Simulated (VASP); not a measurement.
Set up this calculation in VASP 6.6.1, as the native input.

- Task: single point
- Functional: PBEsol
- Potentials or basis: VASP PAW PBE potentials, release 64 (Li_sv)
- Cutoff: 520 eV
- k mesh: 9 × 9 × 3
- Occupations: fermi-dirac, width 0.15 eV
- Spin: no spin polarisation
- Dipole correction: no
- Further INCAR settings: ALGO = Normal; EDIFF = 1e-06; NBANDS = 14

The structure of Li lies in POSCAR:

```
Li
1.0
    2.9829457913      0.0000000000      0.0000000000
   -1.4914728957      2.5833064786      0.0000000000
    0.0000000000      0.0000000000     10.0430184745
Li
4
Direct
    0.0000000000      0.0000000000      0.0000000000
    0.3333333333      0.6666666667      0.2500000000
    0.0000000000      0.0000000000      0.5000000000
    0.6666666667      0.3333333333      0.7500000000
```

One way to write it, as run:

INCAR

```
SYSTEM = Li
ALGO = Normal
EDIFF = 1E-6
ENCUT = 520
GGA = PS
ISIF = 2
ISMEAR = -1
LASPH = .True.
LCHARG = .False.
LREAL = .False.
LWAVE = .False.
NBANDS = 14
NELM = 80
PREC = Accurate
SIGMA = 0.15
```

KPOINTS

```
k-points
0
Gamma
  9 9 3
  0 0 0
```

Potentials or basis: VASP PAW PBE potentials, release 64 (Li_sv).

Launch:

```bash
$ cat potpaw_PBE.64/Li_sv/POTCAR > POTCAR
$ mpirun -np 1 vasp_std > vasp.out
```

Results of the run:

- Band gap on the k mesh: zero (band 6 reaches 2.46 eV, above the bottom of band 7 at -1.77 eV)

It took 16 s on 1 thread of AMD EPYC 9R14 (Zen 4), with other jobs on the host, peak memory 0.15 GiB.
